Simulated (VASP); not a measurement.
# NaScSi (I4/mmm) in VASP: single point with PBE

Aim: the single point of NaScSi with PBE.

Everything below comes from runs of VASP 6.6.1. Logs are shortened: lines on timing, memory, paths and dates and some standing lists are left out, and cuts for length are marked.

### 1 The cell of the first run

The structure is tetragonal, space group I4/mmm (No. 139). Conventional cell: a = 4.126 Å, b = 4.126 Å, c = 15.089 Å, α = 90.00°, β = 90.00°, γ = 90.00°. Within 3.6 Å of Sc (site symmetry mmm) lie 4 Si at 2.74 Å and 4 Sc at 2.92 Å and 4 Na at 3.35 Å. Within 3.7 Å of Si (site symmetry 4mm) lie 4 Sc at 2.74 Å and 5 Na at 3.03 to 3.09 Å and 1 Si at 3.62 Å. Within 4.2 Å of Na (site symmetry 4mm) lie 5 Si at 3.03 to 3.09 Å and 4 Sc at 3.35 Å and 8 Na at 3.69 to 4.13 Å.

### 2 Single point, PBE

The input, INCAR:

```
SYSTEM = NaScSi
ALGO     = Normal         ! electronic algorithm
EDIFF    = 1E-6           ! SCF threshold, eV
ENCUT    = 520            ! plane-wave cutoff, eV
GGA      = PE             ! functional
ISIF     = 2              ! what is computed and relaxed
ISMEAR   = -1             ! smearing method
LASPH    = .TRUE.         ! aspherical terms in the spheres
LCHARG   = .FALSE.        ! write CHGCAR
LREAL    = .FALSE.        ! projectors in reciprocal space
LWAVE    = .FALSE.        ! write WAVECAR
NBANDS   = 31             ! bands
NELM     = 80             ! most SCF steps
PREC     = Accurate       ! precision mode
SIGMA    = 0.1            ! smearing width, eV
```

The input, KPOINTS:

```
k-points
0
G
  9 9 9
  0 0 0
```

The input, POSCAR:

```
NaScSi
1.0
    0.0000000000      4.1260990000      0.0000000000
    4.1260990000      0.0000000000      0.0000000000
    2.0630500000      2.0630500000     -7.5443140000
Sc Si Na
2 2 2
Direct
    0.5000000000      0.0000000000      0.0000000000
    0.0000000000      0.5000000000      0.0000000000
    0.1200000000      0.1200000000      0.7600000000
    0.8800000000      0.8800000000      0.2400000000
    0.3249000000      0.3249000000      0.3502000000
    0.6751000000      0.6751000000      0.6498000000
```

Potentials or basis: VASP PAW PBE potentials, release 64 (Sc_sv, Si, Na_pv).

The run is started by

```
$ cat potpaw_PBE.64/Sc_sv/POTCAR potpaw_PBE.64/Si/POTCAR potpaw_PBE.64/Na_pv/POTCAR > POTCAR
$ mpirun -np 1 vasp_std > vasp.out
```

OUTCAR:

```text
SYSTEM = NaScSi
   EDIFF = 1E-6
   ENCUT = 520
   GGA = PE
   ISIF = 2
   ISMEAR = -1
   LASPH = .TRUE.
   LREAL = .FALSE.
   NELM = 80
   PREC = Accurate

 ion  position               nearest neighbor table
   1  0.500  0.000  0.000-   3 2.74   4 2.74   4 2.74   3 2.74   2 2.92   2 2.92   2 2.92   2 2.92

   2  0.000  0.500  0.000-   3 2.74   4 2.74   4 2.74   3 2.74   1 2.92   1 2.92   1 2.92   1 2.92

   3  0.120  0.120  0.760-   2 2.74   1 2.74   1 2.74   2 2.74
   4  0.880  0.880  0.240-   1 2.74   2 2.74   1 2.74   2 2.74
   5  0.325  0.325  0.350-
   6  0.675  0.675  0.650-

  LATTYP: Found a body centered tetragonal cell.
 ALAT       =     4.1260990000
 C/A-ratio  =     3.6568749320

  Lattice vectors:

 A1 = (  -2.0630500000,   2.0630490000,   7.5443140000)
 A2 = (   2.0630490000,  -2.0630500000,   7.5443140000)
 A3 = (   2.0630500000,   2.0630500000,  -7.5443140000)

Analysis of symmetry for initial positions (statically):
=====================================================================
 Subroutine PRICEL returns:
 Original cell was already a primitive cell.

 Routine SETGRP: Setting up the symmetry group for a
 body centered tetragonal supercell.

 Subroutine GETGRP returns: Found 16 space group operations
 (whereof 16 operations were pure point group operations)
 out of a pool of 16 trial point group operations.

The static configuration has the point symmetry D_4h.

Analysis of symmetry for dynamics (positions and initial velocities):
=====================================================================
 Subroutine PRICEL returns:
 Original cell was already a primitive cell.

 Routine SETGRP: Setting up the symmetry group for a
 body centered tetragonal supercell.

 Subroutine GETGRP returns: Found 16 space group operations
 (whereof 16 operations were pure point group operations)
 out of a pool of 16 trial point group operations.

The dynamic configuration has the point symmetry D_4h.

 Subroutine INISYM returns: Found 16 space group operations
 (whereof 16 operations are pure point group operations),
 and found     1 'primitive' translations

----------------------------------------------------------------------------------------

                                     Primitive cell

  volume of cell :     128.4396

  direct lattice vectors                    reciprocal lattice vectors
     0.000000000  4.126099000  0.000000000     0.000000000  0.242359672  0.066275094
     4.126099000  0.000000000  0.000000000     0.242359672  0.000000000  0.066275094
     2.063050000  2.063050000 -7.544314000     0.000000000  0.000000000 -0.132550156

  length of vectors
     4.126099000  4.126099000  8.088820948     0.251258032  0.251258032  0.132550156

  position of ions in fractional coordinates (direct lattice)
     0.500000000  0.000000000  0.000000000
     0.000000000  0.500000000  0.000000000
     0.120000000  0.120000000  0.760000000
     0.880000000  0.880000000  0.240000000
     0.324900000  0.324900000  0.350200000
     0.675100000  0.675100000  0.649800000

  ion indices of the primitive-cell ions
   primitive index   ion index
                 1           1
                 2           2
                 3           3
                 4           4
                 5           5
                 6           6

----------------------------------------------------------------------------------------

 KPOINTS: k-points

Automatic generation of k-mesh.
 Grid dimensions read from file:
 generate k-points for:    9    9    9

 Generating k-lattice:

  Cartesian coordinates                     Fractional coordinates (reciprocal lattice)
     0.000000000  0.026928852  0.007363899     0.111111111  0.000000000 -0.000000000
     0.026928852  0.000000000  0.007363899     0.000000000  0.111111111 -0.000000000
     0.000000000  0.000000000 -0.014727795     0.000000000  0.000000000  0.111111111

  Length of vectors
     0.027917559  0.027917559  0.014727795

  Shift w.r.t. Gamma in fractional coordinates (k-lattice)
     0.000000000  0.000000000  0.000000000

 Subroutine IBZKPT returns following result:
 ===========================================

 Found     75 irreducible k-points:

 Following reciprocal coordinates:
            Coordinates               Weight
  0.000000  0.000000  0.000000      1.000000
  0.111111  0.000000  0.000000      8.000000
  0.222222  0.000000  0.000000      8.000000
  0.333333  0.000000  0.000000      8.000000
  0.444444  0.000000  0.000000      8.000000
  0.111111  0.111111  0.000000      8.000000
[... 16 lines left out ...]
 -0.333333  0.333333  0.000000      4.000000
  0.444444  0.444444  0.000000      8.000000
 [... further k-points ...]
   k-points           NKPTS =     75   k-points in BZ     NKDIM =     75   number of bands    NBANDS=     31
   number of dos      NEDOS =    301   number of ions     NIONS =      6
   total plane-waves  NPLWV =  61440
   dimension x,y,z NGX =    32 NGY =   32 NGZ =   60
   dimension x,y,z NGXF=    64 NGYF=   64 NGZF=  120
   ions per type =               2   2   2
   NGX,Y,Z   is equivalent  to a cutoff of  12.89, 12.89, 12.33 a.u.
   NGXF,Y,Z  is equivalent  to a cutoff of  25.79, 25.79, 24.66 a.u.
 SYSTEM =  NaScSi
   PREC   = accura    normal or accurate (medium, high low for compatibility)
   ISTART =      0    job   : 0-new  1-cont  2-samecut
   ICHARG =      2    charge: 1-file 2-atom 10-const
   ISPIN  =      1    spin polarized calculation?
   LNONCOLLINEAR =      F non collinear calculations
   LSORBIT =      F    spin-orbit coupling
   LASPH  =      T    aspherical Exc in radial PAW
   ENCUT  =  520.0 eV  38.22 Ry    6.18 a.u.   7.67  7.67 15.04*2*pi/ulx,y,z
   NELM   =     80;   NELMIN=  2; NELMDL= -5     # of ELM steps
   EDIFF  = 0.1E-05   stopping-criterion for ELM
   LREAL  =      F    real-space projection
   EDIFFG = 0.1E-04   stopping-criterion for IOM
   NSW    =      0    number of steps for IOM
   IBRION =     -1    ionic relax: 0-MD 1-quasi-New 2-CG
   NFREE  =      0    steps in history (QN), initial steepest desc. (CG)
   ISIF   =      2    stress and relaxation
   ISYM   =      2    0-nonsym 1-usesym 2-fastsym
   POTIM  = 0.5000    time-step for ionic-motion
   TEBEG  =    0.0;   TEEND  =   0.0 temperature during run
   PSTRESS=    0.0 pullay stress
   NELECT =      44.0000    total number of electrons
   NUPDOWN=      -1.0000    fix difference up-down
   EMIN   =  10.00;   EMAX   =-10.00  energy-range for DOS
   EFERMI =   0.00;   METHOD = LEGACY
   ISMEAR =    -1;   SIGMA  =   0.10  broadening in eV -4-tet -1-fermi 0-gaus
   EFERMI_NEDOS =   21; number of points for ismear=-14 and -15
   IALGO  =     38    algorithm
   IMIX   =      4    mixing-type and parameters
     AMIX     =   0.40;   BMIX     =  1.00
     AMIX_MAG =   1.60;   BMIX_MAG =  1.00
  volume/ion in A,a.u.               =      21.41       144.46
  Fermi-wavevector in a.u.,A,eV,Ry     =   1.145494  2.164669 17.852964  1.312156
  Thomas-Fermi vector in A             =   2.282182
   LORBIT       =      0    0 simple, 1 ext, 2 COOP (PROOUT), +10 PAW based schemes
   GGA     = PE    functional components
   LHFCALC =     F    Hartree Fock is set to
   AEXX    =    0.0000 exact exchange contribution
   IVDW    =     0    specifies the selected vdW correction
   LEPSILON=     F    determine dielectric tensor
   LRPA    =     F    only Hartree local field effects (RPA)
 non-spin polarized calculation
  energy-cutoff  :      520.00
  volume of cell :      128.44
 maximum number of plane-waves:      3484
   NGX = 15   NGY = 15   NGZ = 31

 number of electron      43.9999995 magnetization

 Free energy of the ion-electron system (eV)
  ---------------------------------------------------
  ext. energy  EPLUGINS =         0.00000000
  ---------------------------------------------------
  free energy    TOTEN  =       -25.84000001 eV

  energy without entropy =      -25.62446452  energy(sigma->0) =      -25.73223227

 E-fermi :   3.4894     XC(G=0):  -9.2124

 val. band max:        3.4849485976   @ k =  -0.1111   0.4444   0.1111
 cond. band min:       3.4952854238   @ k =  -0.2222  -0.2222   0.1111
 fundamental gap:      0.0103368263
 Fermi energy:         3.4894351472

 k-point     1 :       0.0000    0.0000    0.0000
  band No.  band energies     occupation
      1     -45.5282      2.00000
      2     -45.3760      2.00000
      3     -24.4473      2.00000
      4     -24.4473      2.00000
      5     -24.1686      2.00000
      6     -24.0089      2.00000
[... 23 lines left out ...]
     30       7.6725      0.00000
     31       7.6737      0.00000

 k-point     2 :       0.1111    0.0000    0.0000
  band No.  band energies     occupation
      1     -45.5236      2.00000
      2     -45.3805      2.00000
      3     -24.4353      2.00000
      4     -24.4328      2.00000
      5     -24.1636      2.00000
      6     -24.0135      2.00000
[... 23 lines left out ...]
     30       7.7292      0.00000
     31       7.7514      0.00000

 k-point     3 :       0.2222    0.0000    0.0000
  band No.  band energies     occupation
      1     -45.5102      2.00000
      2     -45.3935      2.00000
      3     -24.4005      2.00000
      4     -24.3917      2.00000
      5     -24.1490      2.00000
      6     -24.0266      2.00000
[... 23 lines left out ...]
     30       7.3336      0.00000
     31       7.8056      0.00000

 k-point     4 :       0.3333    0.0000    0.0000
  band No.  band energies     occupation
      1     -45.4898      2.00000
      2     -45.4136      2.00000
      3     -24.3470      2.00000
      4     -24.3313      2.00000
      5     -24.1270      2.00000
      6     -24.0471      2.00000
[... 635 lines left out ...]
     30       6.7741      0.00000
     31       7.0861      0.00000

 k-point    23 :      -0.3333    0.3333    0.0000
  band No.  band energies     occupation
      1     -45.4699      2.00000
      2     -45.4319      2.00000
      3     -24.5394      2.00000
      4     -24.3512      2.00000
      5     -24.1049      2.00000
      6     -24.0649      2.00000
[... 23 lines left out ...]
     30       6.9996      0.00000
     31       7.0644      0.00000

 k-point    24 :       0.4444    0.4444    0.0000
  band No.  band energies     occupation
      1     -45.4527      2.00000
      2     -45.4481      2.00000
      3     -24.5893      2.00000
      4     -24.4543      2.00000
      5     -24.0860      2.00000
      6     -24.0812      2.00000
[... 23 lines left out ...]
     30       6.9805      0.00000
     31       7.2845      0.00000

 [... further k-points ...]
[... 5 lines left out ...]
  --------------------------------------------------------------------------------------
  -------------------------------------------------------------------------------------
  Total        5.8719948      5.8719948      3.3823281      0.0000000     -0.0000002     -0.0000002
  in kB       73.2482411     73.2482411     42.1917239      0.0000000     -0.0000028     -0.0000028
  external PRESSURE =      62.8960687 kB  Pullay stress =       0.0000000 kB

 VOLUME and BASIS-vectors are now :
 -----------------------------------------------------------------------------
  energy-cutoff  :      520.00
  volume of cell :      128.44
      direct lattice vectors                 reciprocal lattice vectors
     0.000000000  4.126099000  0.000000000     0.000000000  0.242359672  0.066275094
     4.126099000  0.000000000  0.000000000     0.242359672  0.000000000  0.066275094
     2.063050000  2.063050000 -7.544314000     0.000000000  0.000000000 -0.132550156

 POSITION                                       TOTAL-FORCE (eV/Angst)
 -----------------------------------------------------------------------------------
      0.00000      2.06305      0.00000         0.000000     -0.000000      0.000000
      2.06305      0.00000      0.00000         0.000000      0.000000      0.000000
      2.06305      2.06305     -5.73368         0.000000      0.000000     -0.105908
      4.12610      4.12610     -1.81064        -0.000000     -0.000000      0.105908
      2.06305      2.06305     -2.64202         0.000000      0.000000     -0.508805
      4.12610      4.12610     -4.90230        -0.000000     -0.000000      0.508805
 -----------------------------------------------------------------------------------
    total drift:                               -0.000000      0.000000      0.000000

  FREE ENERGIE OF THE ION-ELECTRON SYSTEM (eV)
  ---------------------------------------------------
  free  energy   TOTEN  =       -25.8400000066 eV

  energy  without entropy=      -25.6244645240  energy(sigma->0) =      -25.73223227
```

Wall time 3.3 min (1 thread of Intel Xeon Platinum 8259CL at 2.50GHz (Skylake/Cascade Lake), shared host); peak memory 0.41 GiB.

Results:

```yaml
Free_energy: -25.8400 eV
Pressure: 6.3 GPa
Largest_force: 0.509 eV/Å
Band_gap_on_the_k_mesh: zero (bands 22 and 23 overlap by 1.02 eV)
```

Forces on the atoms (eV/Å):
```
Sc   0.000  0.000  0.000
Sc   0.000  0.000  0.000
Si   0.000  0.000 -0.106
Si   0.000  0.000  0.106
Na   0.000  0.000 -0.509
Na   0.000  0.000  0.509
```

Caveat: the cell stands under pressure.
